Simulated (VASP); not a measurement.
# Be3Se2O (R-3m) in VASP: single point with PBE

Aim: the single point of Be3Se2O with PBE.

Program: VASP 6.6.1. These are calculated values, not measurements. Logs are shortened: lines on timing, memory, paths and dates and some standing lists are left out, and cuts for length are marked.

## (1) The cell of the first run

It takes space group R-3m (No. 166, trigonal). The conventional cell has a = 5.700 Å, b = 5.700 Å, c = 9.216 Å, α = 90.00°, β = 90.00°, γ = 120.00°. Within 2.8 Å of Be (site symmetry 2/m) lie 2 Se at 2.13 Å and 2 O at 2.25 Å. Within 2.8 Å of Se (site symmetry 3m) lie 3 Be at 2.13 Å. Within 3.0 Å of O (site symmetry -3m) lie 6 Be at 2.25 Å and 2 Se at 2.89 Å.

## (2) Single point, PBE

Contents of INCAR:

```
PREC = Accurate
ENCUT = 600
EDIFF = 1E-6
ISMEAR = 0
SIGMA = 0.15
LREAL = F
LASPH = T
NELM = 120
ALGO = Normal
ISIF = 2
LWAVE = F
LCHARG = F
GGA = PE
NBANDS = 21
GGA_COMPAT = F
```

Contents of KPOINTS:

```
Automatic mesh
0
Gamma
  3 3 3
```

Contents of POSCAR:

```
Be3Se2O
1.0
    2.8500038986      1.6454505167      3.0721096306
   -2.8500038986      1.6454505167      3.0721096306
    0.0000000000     -3.2909010374      3.0721096285
Be Se O
3 2 1
Direct
    0.0000000000      0.5000000000      0.0000000000
    0.5000000000      0.0000000000      0.0000000000
    0.0000000000      0.0000000000      0.5000000000
    0.6861314961      0.6861314961      0.6861314961
    0.3138685039      0.3138685039      0.3138685039
    0.0000000000      0.0000000000      0.0000000000
```

Potentials or basis: VASP PAW PBE potentials, release 64 (Be, Se, O).

The run is started by

```
$ cat potpaw_PBE.64/Be/POTCAR potpaw_PBE.64/Se/POTCAR potpaw_PBE.64/O/POTCAR > POTCAR
$ mpirun -np 1 vasp_std > vasp.out
```

OUTCAR:

```text
PREC = Accurate
   ENCUT = 600
   EDIFF = 1E-6
   ISMEAR = 0
   LREAL = F
   LASPH = T
   NELM = 120
   ISIF = 2
   GGA = PE

 ion  position               nearest neighbor table
   1  0.000  0.500  0.000-   4 2.13   5 2.13
   2  0.500  0.000  0.000-   4 2.13   5 2.13
   3  0.000  0.000  0.500-   4 2.13   5 2.13
   4  0.686  0.686  0.686-   3 2.13   2 2.13   1 2.13
   5  0.314  0.314  0.314-   3 2.13   2 2.13   1 2.13
   6  0.000  0.000  0.000-

  LATTYP: Found a trigonal (rhomboedric) cell.
 ALAT       =     4.5019870288
 COS(alpha) =     0.1984835776

  Lattice vectors:

 A1 = (   2.8500038986,   1.6454505167,   3.0721096306)
 A2 = (  -2.8500038986,   1.6454505167,   3.0721096306)
 A3 = (   0.0000000000,  -3.2909010374,   3.0721096285)

Analysis of symmetry for initial positions (statically):
=====================================================================
 Subroutine PRICEL returns:
 Original cell was already a primitive cell.

 Routine SETGRP: Setting up the symmetry group for a
 trigonal (rhombohedral) supercell.

 Subroutine GETGRP returns: Found 12 space group operations
 (whereof 12 operations were pure point group operations)
 out of a pool of 12 trial point group operations.

The static configuration has the point symmetry D_3d.

Analysis of symmetry for dynamics (positions and initial velocities):
=====================================================================
 Subroutine PRICEL returns:
 Original cell was already a primitive cell.

 Routine SETGRP: Setting up the symmetry group for a
 trigonal (rhombohedral) supercell.

 Subroutine GETGRP returns: Found 12 space group operations
 (whereof 12 operations were pure point group operations)
 out of a pool of 12 trial point group operations.

The dynamic configuration has the point symmetry D_3d.

 Subroutine INISYM returns: Found 12 space group operations
 (whereof 12 operations are pure point group operations),
 and found     1 'primitive' translations

----------------------------------------------------------------------------------------

                                     Primitive cell

  volume of cell :      86.4407

  direct lattice vectors                    reciprocal lattice vectors
     2.850003899  1.645450517  3.072109631     0.175438357  0.101289382  0.108503072
    -2.850003899  1.645450517  3.072109631    -0.175438357  0.101289382  0.108503072
     0.000000000 -3.290901037  3.072109628     0.000000000 -0.202578765  0.108503072

  length of vectors
     4.501987029  4.501987029  4.501987029     0.229806598  0.229806598  0.229806598

  position of ions in fractional coordinates (direct lattice)
     1.000000000  0.500000000  0.000000000
     0.500000000  1.000000000  0.000000000
     0.000000000  0.000000000  0.500000000
     0.686131496  0.686131496  0.686131496
     0.313868504  0.313868504  0.313868504
     0.000000000  0.000000000  0.000000000

  ion indices of the primitive-cell ions
   primitive index   ion index
                 1           1
                 2           2
                 3           3
                 4           4
                 5           5
                 6           6

----------------------------------------------------------------------------------------

 KPOINTS: Automatic mesh

Automatic generation of k-mesh.
 Grid dimensions read from file:
 generate k-points for:    3    3    3

 Generating k-lattice:

  Cartesian coordinates                     Fractional coordinates (reciprocal lattice)
     0.058479452  0.033763127  0.036167691     0.333333333 -0.000000000 -0.000000000
    -0.058479452  0.033763127  0.036167691    -0.000000000  0.333333333 -0.000000000
     0.000000000 -0.067526255  0.036167691    -0.000000000 -0.000000000  0.333333333

  Length of vectors
     0.076602199  0.076602199  0.076602199

  Shift w.r.t. Gamma in fractional coordinates (k-lattice)
     0.000000000  0.000000000  0.000000000

 Subroutine IBZKPT returns following result:
 ===========================================

 Found      6 irreducible k-points:

 Following reciprocal coordinates:
            Coordinates               Weight
  0.000000  0.000000  0.000000      1.000000
  0.333333 -0.000000 -0.000000      6.000000
  0.333333  0.333333 -0.000000      6.000000
 -0.333333  0.333333  0.000000      6.000000
  0.333333  0.333333  0.333333      2.000000
 -0.333333  0.333333  0.333333      6.000000
   k-points           NKPTS =      6   k-points in BZ     NKDIM =      6   number of bands    NBANDS=     21
   number of dos      NEDOS =    301   number of ions     NIONS =      6
   total plane-waves  NPLWV =  46656
   dimension x,y,z NGX =    36 NGY =   36 NGZ =   36
   dimension x,y,z NGXF=    72 NGYF=   72 NGZF=   72
   ions per type =               3   2   1
   NGX,Y,Z   is equivalent  to a cutoff of  13.29, 13.29, 13.29 a.u.
   NGXF,Y,Z  is equivalent  to a cutoff of  26.59, 26.59, 26.59 a.u.
 SYSTEM =  unknown system
   PREC   = accura    normal or accurate (medium, high low for compatibility)
   ISTART =      0    job   : 0-new  1-cont  2-samecut
   ICHARG =      2    charge: 1-file 2-atom 10-const
   ISPIN  =      1    spin polarized calculation?
   LNONCOLLINEAR =      F non collinear calculations
   LSORBIT =      F    spin-orbit coupling
   LASPH  =      T    aspherical Exc in radial PAW
   ENCUT  =  600.0 eV  44.10 Ry    6.64 a.u.   8.99  8.99  8.99*2*pi/ulx,y,z
   NELM   =    120;   NELMIN=  2; NELMDL= -5     # of ELM steps
   EDIFF  = 0.1E-05   stopping-criterion for ELM
   LREAL  =      F    real-space projection
   EDIFFG = 0.1E-04   stopping-criterion for IOM
   NSW    =      0    number of steps for IOM
   IBRION =     -1    ionic relax: 0-MD 1-quasi-New 2-CG
   NFREE  =      0    steps in history (QN), initial steepest desc. (CG)
   ISIF   =      2    stress and relaxation
   ISYM   =      2    0-nonsym 1-usesym 2-fastsym
   POTIM  = 0.5000    time-step for ionic-motion
   TEBEG  =    0.0;   TEEND  =   0.0 temperature during run
   PSTRESS=    0.0 pullay stress
   NELECT =      24.0000    total number of electrons
   NUPDOWN=      -1.0000    fix difference up-down
   EMIN   =  10.00;   EMAX   =-10.00  energy-range for DOS
   EFERMI =   0.00;   METHOD = LEGACY
   ISMEAR =     0;   SIGMA  =   0.15  broadening in eV -4-tet -1-fermi 0-gaus
   EFERMI_NEDOS =   21; number of points for ismear=-14 and -15
   IALGO  =     38    algorithm
   IMIX   =      4    mixing-type and parameters
     AMIX     =   0.40;   BMIX     =  1.00
     AMIX_MAG =   1.60;   BMIX_MAG =  1.00
  volume/ion in A,a.u.               =      14.41        97.22
  Fermi-wavevector in a.u.,A,eV,Ry     =   1.068003  2.018233 15.519221  1.140631
  Thomas-Fermi vector in A             =   2.203637
   LORBIT       =      0    0 simple, 1 ext, 2 COOP (PROOUT), +10 PAW based schemes
   GGA     = PE    functional components
   LHFCALC =     F    Hartree Fock is set to
   AEXX    =    0.0000 exact exchange contribution
   IVDW    =     0    specifies the selected vdW correction
   LEPSILON=     F    determine dielectric tensor
   LRPA    =     F    only Hartree local field effects (RPA)
 non-spin polarized calculation
 Gauss-broadening in eV      SIGMA  =   0.15
  energy-cutoff  :      600.00
  volume of cell :       86.44
 maximum number of plane-waves:      2894
   NGX = 17   NGY = 17   NGZ = 17

 number of electron      23.9999996 magnetization

 Free energy of the ion-electron system (eV)
  ---------------------------------------------------
  ext. energy  EPLUGINS =         0.00000000
  ---------------------------------------------------
  free energy    TOTEN  =       -25.46765171 eV

  energy without entropy =      -25.46765171  energy(sigma->0) =      -25.46765171

 E-fermi :   4.6625     XC(G=0):  -9.6968

 val. band max:        4.0138691141   @ k =   0.3333   0.3333   0.3333
 cond. band min:       5.3157596167   @ k =   0.3333  -0.0000  -0.0000
 fundamental gap:      1.3018905026
 Fermi energy:         4.6625268668

 k-point     1 :       0.0000    0.0000    0.0000
  band No.  band energies     occupation
      1     -12.7573      2.00000
      2      -9.6172      2.00000
      3      -8.4979      2.00000
      4      -0.2102      2.00000
      5      -0.2102      2.00000
      6      -0.1513      2.00000
      7       0.3399      2.00000
      8       0.3399      2.00000
      9       1.0569      2.00000
     10       2.3519      2.00000
     11       2.3519      2.00000
     12       2.9252      2.00000
     13       5.7783      0.00000
     14       5.7783      0.00000
     15       6.2475      0.00000
     16       8.4750      0.00000
     17       8.4750      0.00000
     18      10.9706      0.00000
     19      11.8034      0.00000
     20      11.9825      0.00000
     21      12.4802      0.00000

 k-point     2 :       0.3333   -0.0000   -0.0000
  band No.  band energies     occupation
      1     -12.6608      2.00000
      2      -9.5931      2.00000
      3      -8.6668      2.00000
      4      -1.0395      2.00000
      5      -0.5604      2.00000
      6      -0.5382      2.00000
      7       0.7245      2.00000
      8       1.2186      2.00000
      9       1.2810      2.00000
     10       2.0808      2.00000
     11       2.1168      2.00000
     12       2.8574      2.00000
     13       5.3158      0.00000
     14       7.3323      0.00000
     15       8.4654      0.00000
     16       8.6304      0.00000
     17       9.5750      0.00000
     18       9.7739      0.00000
     19      10.0382      0.00000
     20      11.1722      0.00000
     21      11.8624      0.00000

 k-point     3 :       0.3333    0.3333   -0.0000
  band No.  band energies     occupation
      1     -12.6068      2.00000
      2      -9.5486      2.00000
      3      -8.6831      2.00000
      4      -1.9014      2.00000
      5      -1.2276      2.00000
      6      -0.3254      2.00000
      7       0.8840      2.00000
      8       1.2700      2.00000
      9       1.6459      2.00000
     10       1.7715      2.00000
     11       2.6726      2.00000
     12       3.1088      2.00000
     13       5.7376      0.00000
     14       7.6131      0.00000
     15       7.7796      0.00000
     16       9.3756      0.00000
     17       9.4741      0.00000
     18       9.7492      0.00000
     19      10.1053      0.00000
     20      11.8013      0.00000
     21      11.9845      0.00000

 k-point     4 :      -0.3333    0.3333    0.0000
  band No.  band energies     occupation
      1     -12.5952      2.00000
      2      -9.2199      2.00000
      3      -9.1159      2.00000
      4      -1.3076      2.00000
      5      -1.1282      2.00000
      6      -0.6096      2.00000
      7       0.1807      2.00000
      8       0.4932      2.00000
      9       1.9175      2.00000
     10       2.5657      2.00000
     11       2.8531      2.00000
     12       3.6713      2.00000
     13       6.2728      0.00000
     14       7.1204      0.00000
     15       7.9404      0.00000
     16       8.2091      0.00000
     17       9.1885      0.00000
     18       9.7883      0.00000
     19      10.9448      0.00000
     20      11.2332      0.00000
     21      11.3591      0.00000

 k-point     5 :       0.3333    0.3333    0.3333
  band No.  band energies     occupation
      1     -12.5804      2.00000
      2      -9.6415      2.00000
      3      -8.4297      2.00000
      4      -1.2960      2.00000
      5      -1.0706      2.00000
      6      -1.0706      2.00000
      7      -0.0873      2.00000
      8      -0.0873      2.00000
      9       0.0588      2.00000
     10       3.4172      2.00000
     11       3.4172      2.00000
     12       4.0139      2.00000
     13       6.7963      0.00000
     14       6.7963      0.00000
     15       7.9063      0.00000
     16      10.5008      0.00000
     17      10.7140      0.00000
     18      10.7140      0.00000
     19      11.6808      0.00000
     20      11.6808      0.00000
     21      11.9598      0.00000

 k-point     6 :      -0.3333    0.3333    0.3333
  band No.  band energies     occupation
      1     -12.5601      2.00000
      2      -9.3368      2.00000
      3      -8.8846      2.00000
      4      -2.0063      2.00000
      5      -1.5796      2.00000
      6      -0.9502      2.00000
      7       0.7707      2.00000
      8       0.8308      2.00000
      9       1.6080      2.00000
     10       2.3235      2.00000
     11       3.0326      2.00000
     12       3.2883      2.00000
     13       7.4371      0.00000
     14       7.5824      0.00000
     15       8.6585      0.00000
     16       9.1954      0.00000
     17       9.5076      0.00000
     18       9.6607      0.00000
     19      10.1848      0.00000
     20      11.7316      0.00000
     21      12.2246      0.00000

------------------------ aborting loop because EDIFF is reached ----------------------------------------

  FORCE on cell =-STRESS in cart. coord.  units (eV):
  Direction    XX          YY          ZZ          XY          YZ          ZX
  --------------------------------------------------------------------------------------
  -------------------------------------------------------------------------------------
  Total        0.4515217      0.4515217      0.1552429      0.0000000      0.0000000      0.0000000
  in kB        8.3689496      8.3689496      2.8774259      0.0000000      0.0000000      0.0000000
  external PRESSURE =       6.5384417 kB  Pullay stress =       0.0000000 kB

 VOLUME and BASIS-vectors are now :
 -----------------------------------------------------------------------------
  energy-cutoff  :      600.00
  volume of cell :       86.44
      direct lattice vectors                 reciprocal lattice vectors
     2.850003899  1.645450517  3.072109631     0.175438357  0.101289382  0.108503072
    -2.850003899  1.645450517  3.072109631    -0.175438357  0.101289382  0.108503072
     0.000000000 -3.290901037  3.072109628     0.000000000 -0.202578765  0.108503072

 POSITION                                       TOTAL-FORCE (eV/Angst)
 -----------------------------------------------------------------------------------
     -1.42500      0.82273      1.53605         0.000000      0.000000      0.000000
      1.42500      0.82273      1.53605         0.000000      0.000000      0.000000
      0.00000     -1.64545      1.53605        -0.000000      0.000000     -0.000000
      0.00000     -0.00000      6.32361        -0.000000      0.000000     -0.000159
      0.00000     -0.00000      2.89272        -0.000000     -0.000000      0.000159
      0.00000      0.00000      0.00000        -0.000000      0.000000      0.000000
 -----------------------------------------------------------------------------------
    total drift:                                0.000000     -0.000000      0.000000

  FREE ENERGIE OF THE ION-ELECTRON SYSTEM (eV)
  ---------------------------------------------------
  free  energy   TOTEN  =       -25.4676517087 eV

  energy  without entropy=      -25.4676517085  energy(sigma->0) =      -25.46765171
```

Wall time 15 s (1 thread of Intel Xeon Platinum 8375C at 2.90GHz (Ice Lake), shared host); peak memory 0.2 GiB.

What came out:

```yaml
Free_energy: -25.4677 eV
Pressure: 0.7 GPa
Band_gap_on_the_k_mesh: 1.30 eV, indirect (least direct gap 2.46 eV)
```

Stress tensor (GPa, compression positive):
```
0.84 0.00 0.00
0.00 0.84 0.00
0.00 0.00 0.29
```

Levels at points of the mesh, in eV from the valence-band top:
| k point | band 8 | band 9 | band 10 | band 11 | band 12 | band 13 | band 14 | band 15 | band 16 | band 17 |
| --- | --- | --- | --- | --- | --- | --- | --- | --- | --- | --- |
| (0.00, 0.00, 0.00) | -3.67 | -2.96 | -1.66 | -1.66 | -1.09 | 1.76 | 1.76 | 2.23 | 4.46 | 4.46 |

Caveat: the k points lie up to 0.48 Å⁻¹ apart. A hybrid or GW would open this gap; PBE tends to underestimate it.
